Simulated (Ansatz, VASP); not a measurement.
## One calculation of TaGe4Pt, two programs

```
Ta Ge Pt
1.0
     4.71720   -1.59484    0.07082
     4.71720    1.59484    0.07082
    -3.82753    0.00000    7.00401
Ta Ge Pt
1 4 1
Direct
  0.14361 0.14361 0.19284
  0.38919 0.38919 0.11441
  0.15715 0.15715 0.53927
  0.86505 0.86505 0.46151
  0.60295 0.60295 0.89401
  0.84205 0.84205 0.79796
```

Alike in both runs: functional PBE; k mesh 5 × 5 × 3; occupations gaussian, width 0.2 eV; no spin polarisation.

Ansatz relaxed the structure, and its values are those at the end. VASP's run is a single point on that final structure, the one shown.

|  | VASP | Ansatz |
| --- | --- | --- |
| version | VASP 6.6.1 | Ansatz 0.2.0 |
| potentials or method | VASP PAW PBE potentials, release 64 (Ta_pv, Ge_d, Pt), cutoff 520 eV | scalar-relativistic, plane waves, PAW |
| valence electrons in the cell | 77 | 87 |

|  | VASP | Ansatz | Ansatz less VASP |
| --- | --- | --- | --- |
| gap on the k mesh at the Fermi level (eV) | none | none | - |
| pressure (GPa) | 0.6 | 0.5 | -0.04 |
| rms of the force components (eV/Å) | 0.030 | 0.030 | 0.0000 |

A gap of «none» marks a metal or a gap that the smearing closes. VASP's potentials hold 77 valence electrons a cell and Ansatz's 87, so a difference there can come from the potentials and not from the codes.

The k mesh is coarse, so the values compare programs but aren't converged. Neither program's run includes spin-orbit coupling.
